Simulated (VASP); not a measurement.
# Cl in VASP: notebook

Cl is run at these levels: PBE+D3(BJ); tasks: single point.

Everything below comes from runs of VASP 6.6.1. Logs are shortened: lines on timing, memory, paths and dates and some standing lists are left out, and cuts for length are marked.

**1. The cell of the first run**

The cell holds a disordered packing, 16 atoms: a = 7.830 Å, b = 7.830 Å, c = 7.830 Å, α = 90.00°, β = 90.00°, γ = 90.00°.

**2. Single point, PBE+D3(BJ)**

The input, INCAR:

```
SYSTEM = Cl
  ALGO = Normal
  EDIFF = 1E-6
  ENCUT = 520
  GGA = PE
  ISIF = 2
  ISMEAR = -1
  IVDW = 12
  LASPH = .TRUE.
  LCHARG = .FALSE.
  LREAL = Auto
  LWAVE = .FALSE.
  NBANDS = 70
  NELM = 100
  PREC = Accurate
  SIGMA = 0.02
```

The input, KPOINTS:

```
k-points
0
G
  1 1 1
  0 0 0
```

The input, POSCAR:

```
Cl
1.0
    7.8297350000      0.0000000000      0.0000000000
    0.0000000000      7.8297350000      0.0000000000
    0.0000000000      0.0000000000      7.8297350000
Cl
16
Direct
    0.3838863199      0.5267641854      0.2137155468
    0.2614893733      0.4847619169     -0.0181655164
    0.0793137305      0.9055388175      0.9830994967
    0.1682836804      1.0033439907      0.7479465034
    0.7442910218      0.0413745761      0.5503605591
    0.7307186294      0.0429286811      0.2813802336
    0.9250666924      0.5063465954      0.3473138228
    0.9509467735      0.4944225565      0.6170294520
    0.9086982281      0.5035855413      0.9762071633
    0.6698059040      0.6074800223      0.9225240130
    0.2931361156      0.1472611263      0.4885243337
    0.2053299570      0.0511076958      0.2599915638
    0.3972512142      0.7269388798      0.6204142667
    0.5664097340      0.5975011236      0.4764368480
    0.7320113305      0.0621344542      0.9191113114
    0.5308044953      0.2285488369      0.9106797020
```

Potentials or basis: VASP PAW PBE potentials, release 64 (Cl).

Command:

```console
cat potpaw_PBE.64/Cl/POTCAR > POTCAR
mpirun -np 1 vasp_gam > vasp.out
```

OUTCAR:

```text
SYSTEM = Cl
   EDIFF = 1E-6
   ENCUT = 520
   GGA = PE
   ISIF = 2
   ISMEAR = -1
   IVDW = 12
   LASPH = .TRUE.
   LREAL = Auto
   NELM = 100
   PREC = Accurate
 IVDW          = 12

 ion  position               nearest neighbor table
   1  0.384  0.527  0.214-   2 2.08  14 2.57
   2  0.261  0.485  0.982-   1 2.08
   3  0.079  0.906  0.983-   4 2.11  12 2.64
   4  0.168  0.003  0.748-   3 2.11  11 2.52
   5  0.744  0.041  0.550-   6 2.11
   6  0.731  0.043  0.281-   5 2.11
   7  0.925  0.506  0.347-   8 2.12
   8  0.951  0.494  0.617-   7 2.12
   9  0.909  0.504  0.976-  10 2.08
  10  0.670  0.607  0.923-   9 2.08
  11  0.293  0.147  0.489-  12 2.06   4 2.52
  12  0.205  0.051  0.260-  11 2.06   3 2.64
  13  0.397  0.727  0.620-  14 2.01
  14  0.566  0.598  0.476-  13 2.01   1 2.57
  15  0.732  0.062  0.919-  16 2.05
  16  0.531  0.229  0.911-  15 2.05

  LATTYP: Found a simple cubic cell.
 ALAT       =     7.8297350000

  Lattice vectors:

 A1 = (   7.8297350000,   0.0000000000,   0.0000000000)
 A2 = (   0.0000000000,   7.8297350000,   0.0000000000)
 A3 = (   0.0000000000,   0.0000000000,   7.8297350000)

Analysis of symmetry for initial positions (statically):
=====================================================================
 Subroutine PRICEL returns:
 Original cell was already a primitive cell.

 Routine SETGRP: Setting up the symmetry group for a
 simple cubic supercell.

 Subroutine GETGRP returns: Found  1 space group operations
 (whereof  1 operations were pure point group operations)
 out of a pool of 48 trial point group operations.

The static configuration has the point symmetry C_1 .

Analysis of symmetry for dynamics (positions and initial velocities):
=====================================================================
 Subroutine PRICEL returns:
 Original cell was already a primitive cell.

 Routine SETGRP: Setting up the symmetry group for a
 simple cubic supercell.

 Subroutine GETGRP returns: Found  1 space group operations
 (whereof  1 operations were pure point group operations)
 out of a pool of 48 trial point group operations.

The dynamic configuration has the point symmetry C_1 .

 Subroutine INISYM returns: Found  1 space group operations
 (whereof  1 operations are pure point group operations),
 and found     1 'primitive' translations

----------------------------------------------------------------------------------------

                                     Primitive cell

  volume of cell :     479.9999

  direct lattice vectors                    reciprocal lattice vectors
     7.829735000  0.000000000  0.000000000     0.127718243  0.000000000  0.000000000
     0.000000000  7.829735000  0.000000000     0.000000000  0.127718243  0.000000000
     0.000000000  0.000000000  7.829735000     0.000000000  0.000000000  0.127718243

  length of vectors
     7.829735000  7.829735000  7.829735000     0.127718243  0.127718243  0.127718243

  position of ions in fractional coordinates (direct lattice)
     0.383886320  0.526764185  0.213715547
     0.261489373  0.484761917  0.981834484
     0.079313730  0.905538818  0.983099497
     0.168283680  0.003343991  0.747946503
     0.744291022  0.041374576  0.550360559
     0.730718629  0.042928681  0.281380234
     0.925066692  0.506346595  0.347313823
     0.950946774  0.494422556  0.617029452
     0.908698228  0.503585541  0.976207163
     0.669805904  0.607480022  0.922524013
     0.293136116  0.147261126  0.488524334
     0.205329957  0.051107696  0.259991564
     0.397251214  0.726938880  0.620414267
     0.566409734  0.597501124  0.476436848
     0.732011331  0.062134454  0.919111311
     0.530804495  0.228548837  0.910679702

  ion indices of the primitive-cell ions
   primitive index   ion index
                 1           1
                 2           2
                 3           3
                 4           4
                 5           5
                 6           6
                 7           7
                 8           8
                 9           9
                10          10
                11          11
                12          12
                13          13
                14          14
                15          15
                16          16

----------------------------------------------------------------------------------------

 KPOINTS: k-points

Automatic generation of k-mesh.
 Grid dimensions read from file:
 generate k-points for:    1    1    1

 Generating k-lattice:

  Cartesian coordinates                     Fractional coordinates (reciprocal lattice)
     0.127718243  0.000000000  0.000000000     1.000000000  0.000000000  0.000000000
     0.000000000  0.127718243  0.000000000     0.000000000  1.000000000  0.000000000
     0.000000000  0.000000000  0.127718243     0.000000000  0.000000000  1.000000000

  Length of vectors
     0.127718243  0.127718243  0.127718243

  Shift w.r.t. Gamma in fractional coordinates (k-lattice)
[... 70 lines left out ...]
  ext. energy  EPLUGINS =         0.00000000
  ---------------------------------------------------
  free energy    TOTEN  =       -29.96958475 eV

  energy without entropy =      -29.96958475  energy(sigma->0) =      -29.96958475

 E-fermi :  -0.0872     XC(G=0):  -7.4945

 val. band max:       -0.5796764616   @ k =   0.0000   0.0000   0.0000
 cond. band min:       1.2507822260   @ k =   0.0000   0.0000   0.0000
 fundamental gap:      1.8304586876
 Fermi energy:        -0.0871962848

 k-point     1 :       0.0000    0.0000    0.0000
  band No.  band energies     occupation
      1     -17.7084      2.00000
      2     -17.4086      2.00000
      3     -17.3202      2.00000
      4     -17.1929      2.00000
      5     -16.9039      2.00000
      6     -16.7188      2.00000
      7     -16.1733      2.00000
      8     -15.9130      2.00000
      9     -14.3774      2.00000
     10     -13.9870      2.00000
     11     -13.7036      2.00000
     12     -13.4964      2.00000
     13     -13.1592      2.00000
     14     -13.1211      2.00000
     15     -12.9660      2.00000
     16     -12.7543      2.00000
     17      -6.8987      2.00000
     18      -6.5478      2.00000
     19      -6.1547      2.00000
     20      -6.1278      2.00000
     21      -5.8118      2.00000
     22      -5.4500      2.00000
     23      -5.0867      2.00000
     24      -4.8021      2.00000
     25      -4.6215      2.00000
     26      -4.4283      2.00000
     27      -4.2593      2.00000
     28      -4.1242      2.00000
     29      -3.9986      2.00000
     30      -3.9073      2.00000
     31      -3.8074      2.00000
     32      -3.6510      2.00000
     33      -3.5071      2.00000
     34      -3.4684      2.00000
     35      -3.3639      2.00000
     36      -3.1668      2.00000
     37      -3.1178      2.00000
     38      -2.9493      2.00000
     39      -2.6616      2.00000
     40      -2.5722      2.00000
     41      -2.2345      2.00000
     42      -2.0288      2.00000
     43      -1.9428      2.00000
     44      -1.8636      2.00000
     45      -1.7795      2.00000
     46      -1.6505      2.00000
     47      -1.4865      2.00000
     48      -1.4127      2.00000
     49      -1.3329      2.00000
     50      -1.2861      2.00000
     51      -1.1520      2.00000
     52      -1.0559      2.00000
     53      -1.0248      2.00000
     54      -0.9355      2.00000
     55      -0.5933      2.00000
     56      -0.5797      2.00000
     57       1.2508      0.00000
     58       1.3746      0.00000
     59       1.7160      0.00000
     60       1.8147      0.00000
     61       1.9642      0.00000
     62       2.2602      0.00000
     63       2.4003      0.00000
     64       2.6814      0.00000
     65       5.6326      0.00000
     66       7.3062      0.00000
     67       7.3804      0.00000
     68       7.6376      0.00000
 [bands above 68 left out]

------------------------ aborting loop because EDIFF is reached ----------------------------------------

 Edisp (eV)   -2.27268

 E8    (eV) :    -0.7490

  FORCE on cell =-STRESS in cart. coord.  units (eV):
  Direction    XX          YY          ZZ          XY          YZ          ZX
  --------------------------------------------------------------------------------------
  -------------------------------------------------------------------------------------
  Total      -0.16372     0.24624    -9.14236     0.41856     0.29425    -0.83895
  in kB      -0.54647     0.82191   -30.51602     1.39711     0.98218    -2.80032
  external pressure =      -10.08 kB  Pullay stress =        0.00 kB

 VOLUME and BASIS-vectors are now :
 -----------------------------------------------------------------------------
  energy-cutoff  :      520.00
  volume of cell :      480.00
      direct lattice vectors                 reciprocal lattice vectors
     7.829735000  0.000000000  0.000000000     0.127718243  0.000000000  0.000000000
     0.000000000  7.829735000  0.000000000     0.000000000  0.127718243  0.000000000
     0.000000000  0.000000000  7.829735000     0.000000000  0.000000000  0.127718243

 POSITION                                       TOTAL-FORCE (eV/Angst)
 -----------------------------------------------------------------------------------
      3.00573      4.12442      1.67334        -0.106441      0.003398      0.059193
      2.04739      3.79556      7.68750         0.155449      0.039149     -0.143731
      0.62101      7.09013      7.69741         0.017279     -0.004188      0.000017
      1.31762      0.02618      5.85622        -0.027517     -0.020502      0.138622
      5.82760      0.32395      4.30918        -0.005421      0.041316     -0.020804
      5.72133      0.33612      2.20313         0.029876      0.026361      0.045272
      7.24303      3.96456      2.71938         0.089828     -0.129503      0.089258
      7.44566      3.87120      4.83118        -0.033957      0.051333     -0.137882
      7.11487      3.94294      7.64344        -0.338480      0.335804     -0.094791
      5.24440      4.75641      7.22312         0.336543     -0.063571      0.097545
      2.29518      1.15302      3.82502        -0.061086     -0.003258     -0.128044
      1.60768      0.40016      2.03567         0.053319      0.067993     -0.002520
      3.11037      5.69174      4.85768         0.092792     -0.023313     -0.107068
      4.43484      4.67828      3.73037        -0.092531      0.048207      0.211465
      5.73145      0.48650      7.19640        -0.261653     -0.063084     -0.021874
      4.15606      1.78948      7.13038         0.152000     -0.306143      0.015341
 -----------------------------------------------------------------------------------
    total drift:                               -0.002183     -0.001267     -0.003263

  FREE ENERGIE OF THE ION-ELECTRON SYSTEM (eV)
  ---------------------------------------------------
  free  energy   TOTEN  =       -32.2422689961 eV

  energy  without entropy=      -32.2422689961  energy(sigma->0) =      -32.24226900
```

Wall time 64 s (1 thread of Intel Xeon Platinum 8488C (Sapphire Rapids), shared host); peak memory 0.42 GiB.

What came out:

| Item | Value |
| --- | --- |
| Free energy | -32.2423 eV |
| Pressure | -1.0 GPa |
| Largest force | 0.486 eV/Å |
| Dispersion energy per atom | -0.142 eV |

Forces on the atoms (eV/Å):
```
Cl  -0.106  0.003  0.059
Cl   0.155  0.039 -0.144
Cl   0.017 -0.004  0.000
Cl  -0.028 -0.021  0.139
Cl  -0.005  0.041 -0.021
Cl   0.030  0.026  0.045
Cl   0.090 -0.130  0.089
Cl  -0.034  0.051 -0.138
Cl  -0.338  0.336 -0.095
Cl   0.337 -0.064  0.098
Cl  -0.061 -0.003 -0.128
Cl   0.053  0.068 -0.003
Cl   0.093 -0.023 -0.107
Cl  -0.093  0.048  0.211
Cl  -0.262 -0.063 -0.022
Cl   0.152 -0.306  0.015
```

Caveat: the k points lie up to 0.80 Å⁻¹ apart, too coarse for converged energies, forces and pressures.

**3. Single point, PBE+D3(BJ)**

The input, INCAR:

```
SYSTEM = Cl
PREC = Accurate ; ENCUT = 520
EDIFF = 1E-7 ; ISMEAR = -1
SIGMA = 0.02 ; LREAL = Auto
LASPH = .True. ; NELM = 100
ALGO = Normal ; ISIF = 2
LWAVE = .False. ; LCHARG = .False.
GGA = PE ; IVDW = 12
NBANDS = 70
```

The input, KPOINTS:

```
Automatic mesh
0
Gamma
  1 1 1
  0 0 0
```

The input, POSCAR:

```
Cl
1.0
    7.8297350000      0.0000000000      0.0000000000
    0.0000000000      7.8297350000      0.0000000000
    0.0000000000      0.0000000000      7.8297350000
Cl
16
Direct
    0.3260519034      0.4974625578      0.2012839515
    0.2945565846      0.4910638738     -0.0501932696
    0.0831956637      0.9283711390      0.9569033946
    0.1216516268      1.0429599469      0.7148645516
    0.7487098861      0.0386986277      0.5229551192
    0.7380198691      0.0464894406      0.2659476981
    0.9057011508      0.5293538032      0.3389003587
    0.9358171126      0.5471449545      0.6096119473
    0.9193670028      0.4977946252      0.9899824196
    0.6671490159      0.5673755242      0.9282945081
    0.2437885829      0.2048472905      0.4780621566
    0.2086405223      0.1207831427      0.2342224865
    0.3301005717      0.6991424359      0.5943368454
    0.5426748159      0.5762391703      0.5227763136
    0.7130892680      0.0229765120      0.9010011195
    0.5190980282      0.1880778851      0.8936573205
```

Potentials or basis: VASP PAW PBE potentials, release 64 (Cl).

Command:

```console
cat potpaw_PBE.64/Cl/POTCAR > POTCAR
mpirun -np 1 vasp_gam > vasp.out
```

Run time: 73 s. Hardware: 1 thread of Intel Xeon Platinum 8488C (Sapphire Rapids), shared host; peak memory 0.4 GiB.

Results (log left out):

```yaml
Free_energy: -31.7466 eV
Pressure: -0.1 GPa
Largest_force: 0.982 eV/Å
Dispersion_energy_per_atom: -0.143 eV
```

Forces in eV/Å, atoms in the order of the input:
```
Cl   0.429  0.484  0.172
Cl  -0.191  0.369 -0.237
Cl   0.122  0.241 -0.136
Cl   0.279 -0.295  0.648
Cl  -0.266 -0.066  0.845
Cl  -0.136 -0.192 -0.861
Cl   0.328 -0.016  0.344
Cl  -0.125 -0.267 -0.275
Cl  -0.426  0.593 -0.656
Cl   0.237 -0.233  0.620
Cl   0.075  0.089 -0.325
Cl  -0.317 -0.604  0.031
Cl  -0.133 -0.046 -0.080
Cl   0.101 -0.010  0.019
Cl   0.281 -0.023 -0.052
Cl  -0.256 -0.024 -0.056
```

Stress tensor (GPa, compression positive):
```
 0.37 -0.17 -0.18
-0.17  0.51 -0.07
-0.18 -0.07 -1.16
```

Levels at points of the mesh, in eV from the Fermi level:
```
           k point  band 52  band 53  band 54  band 55  band 56  band 57  band 58  band 59  band 60  band 61
(0.00, 0.00, 0.00)    -1.07    -1.06    -0.88    -0.62    -0.55     1.24     1.25     1.52     1.95     1.99
```

Caveat: the k points lie up to 0.80 Å⁻¹ apart, too coarse for converged energies, forces and pressures.

**4. Single point, PBE+D3(BJ)**

The input, INCAR:

```
SYSTEM = Cl
  PREC = Accurate
  ENCUT = 520
  EDIFF = 1E-6
  ISMEAR = -1
  SIGMA = 0.02
  LREAL = Auto
  LASPH = .TRUE.
  NELM = 60
  ALGO = Normal
  ISIF = 2
  LWAVE = .FALSE.
  LCHARG = .FALSE.
  GGA = PE
  IVDW = 12
  NBANDS = 70
```

The input, KPOINTS:

```
regular mesh
0
G
  1 1 1
  0 0 0
```

The input, POSCAR:

```
Cl
1.0
    7.8297350000      0.0000000000      0.0000000000
    0.0000000000      7.8297350000      0.0000000000
    0.0000000000      0.0000000000      7.8297350000
Cl
16
Direct
    0.3191934337      0.5698277145      0.2104541214
    0.3204323007      0.5913099230     -0.0500655514
    0.0606789374      0.9112568944      0.9807739342
    0.1307068502      1.0083483030      0.7372918751
    0.6785031677      0.0504870216      0.5333258405
    0.6410689506      0.0616368242      0.2678890154
    0.9434163481      0.5485626270      0.3368568668
    0.9368260867      0.5524580334      0.6148100798
    0.9552813729      0.5285874937      0.9825492178
    0.6926798927      0.5853710247      0.9888584990
    0.2321151354      0.1771579753      0.4908978401
    0.1461990731      0.0914334904      0.2417067755
    0.3412120589      0.5672478060      0.5657151870
    0.6181562978      0.5378342945      0.5840427550
    0.6576467786      0.0754559382      0.9140156084
    0.4588405610      0.2421282457      0.9136069101
```

Command:

```console
cat potpaw_PBE.64/Cl/POTCAR > POTCAR
mpirun -np 1 vasp_gam > vasp.out
```

Run time: 67 s. Hardware: 1 thread of Intel Xeon Platinum 8488C (Sapphire Rapids), shared host; peak memory 0.41 GiB.

Results (log left out):

- Free energy: -32.8514 eV
- Pressure: -1.8 GPa
- Largest force: 1.314 eV/Å
- Dispersion energy per atom: -0.143 eV

Forces in eV/Å, atoms in the order of the input:
```
Cl   0.530  0.153  1.192
Cl   0.280 -0.461 -0.927
Cl  -0.143  0.571 -0.020
Cl  -0.060  0.126  0.091
Cl  -0.221  0.112 -0.016
Cl   0.433 -0.128  0.291
Cl  -0.070 -0.105  0.184
Cl   0.514 -0.214 -0.674
Cl  -0.497  0.373  0.048
Cl  -0.021 -0.031 -0.053
Cl  -0.474 -0.338 -0.829
Cl   0.340 -0.103  0.647
Cl  -0.075  0.030  0.318
Cl  -0.633  0.338  0.021
Cl  -0.272 -0.074 -0.103
Cl   0.369 -0.250 -0.170
```

Stress tensor (GPa, compression positive):
```
-1.75  0.19 -0.22
 0.19  0.60 -0.14
-0.22 -0.14 -4.15
```

Levels at points of the mesh, in eV from the Fermi level:
| k point | band 54 | band 55 | band 56 | band 57 | band 58 | band 59 |
| --- | --- | --- | --- | --- | --- | --- |
| (0.00, 0.00, 0.00) | -0.80 | -0.56 | -0.51 | 1.21 | 1.36 | 1.38 |

Caveat: the k points lie up to 0.80 Å⁻¹ apart, too coarse for converged energies, forces and pressures.

**5. Summary**

| cell | pressure (GPa) | largest force (eV/Å) |
| --- | --- | --- |
| as given, atomic positions A | -1.0 | 0.49 |
| as given, atomic positions B | -0.1 | 0.98 |
| as given, atomic positions C | -1.8 | 1.31 |

Alike in all rows: task single point; level PBE+D3(BJ); potentials or basis VASP PAW PBE potentials, release 64 (Cl); no spin polarisation; k mesh 1 × 1 × 1; cutoff (eV) 520; smearing fermi-dirac 0.02 eV.

Caveats: all runs use coarse meshes.

Absolute energies hang on the potentials; compare differences alone.
